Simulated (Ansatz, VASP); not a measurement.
**Hf4Ta in VASP and in Ansatz**

INCAR

```
PREC = Accurate ; ENCUT = 500
EDIFF = 1E-7 ; ISMEAR = 0
SIGMA = 0.1 ; LREAL = F
LASPH = T ; NELM = 120
ALGO = Normal ; ISIF = 3
LWAVE = F ; LCHARG = F
GGA = PE ; IBRION = 2
NSW = 100 ; EDIFFG = -0.01
GGA_COMPAT = F ; NELMIN = 4
```

KPOINTS

```
Automatic mesh
0
Gamma
  12 12 8
```

File POSCAR:

```
Hf4Ta
1.0
    5.0328714337      0.0000000000      0.0000000000
   -2.5164357168      4.3585945155      0.0000000000
    0.0000000000      0.0000000000      5.6364024630
Hf Ta
4 1
Direct
    0.3333333333      0.6666666667      0.0000000000
    0.6666666667      0.3333333333      0.0000000000
    0.3333333333      0.6666666667      0.5000000000
    0.6666666667      0.3333333333      0.5000000000
    0.0000000000      0.0000000000      0.0000000000
```

Input for Ansatz:

```yaml
crystal:
  lattice:
    - [5.0328714337, 0.0, 0.0]
    - [-2.5164357168, 4.3585945155, 0.0]
    - [0.0, 0.0, 5.636402463]
  atoms:
    - { symbol: Hf, position: [0.3333333333, 0.6666666667, 0.0] }
    - { symbol: Hf, position: [0.6666666667, 0.3333333333, 0.0] }
    - { symbol: Hf, position: [0.3333333333, 0.6666666667, 0.5] }
    - { symbol: Hf, position: [0.6666666667, 0.3333333333, 0.5] }
    - { symbol: Ta, position: [0.0, 0.0, 0.0] }
basis:
  ecutwfc: 420
kpoints:
  mp_grid: { grid: [12, 12, 8] }
hamiltonian:
  xc: pbe
scf:
  occupations: { method: gaussian, width: 0.1 }
output:
  forces: true
  stress: true
  eigenvalues: true
  write_density: true
  write_potential: true
  elf: true
  volumetric_format: npy
relax:
  adjacent_minimum: "off"
  f_tol: 0.01
  max_steps: 80
  cell: { stress_tol: 0.05 }
```

Alike in both runs: task relaxation of cell and atoms; functional PBE; k mesh 12 × 12 × 8; occupations gaussian, width 0.1 eV; no spin polarisation.

|  | VASP | Ansatz |
| --- | --- | --- |
| version | VASP 6.6.1 | Ansatz 0.2.0 |
| potentials or method | VASP PAW PBE potentials, release 64 (Hf_pv, Ta_pv), cutoff 500 eV | scalar-relativistic, plane waves, PAW |
| valence electrons in the cell | 51 | 117 |

```tsv
	VASP	Ansatz	Ansatz less VASP
gap on the k mesh at the Fermi level, each at its own relaxed structure (eV)	none	none	-
relaxed volume (Å³/atom)	24.62	24.71	+0.090
relaxed cell length with the largest relative difference (Å)	5.612	5.622	+0.0097
```

A gap of «none» marks a metal or a gap that the smearing closes. VASP's potentials hold 51 valence electrons a cell and Ansatz's 117, so a difference there can come from the potentials and not from the codes.

Neither program's run includes spin-orbit coupling.
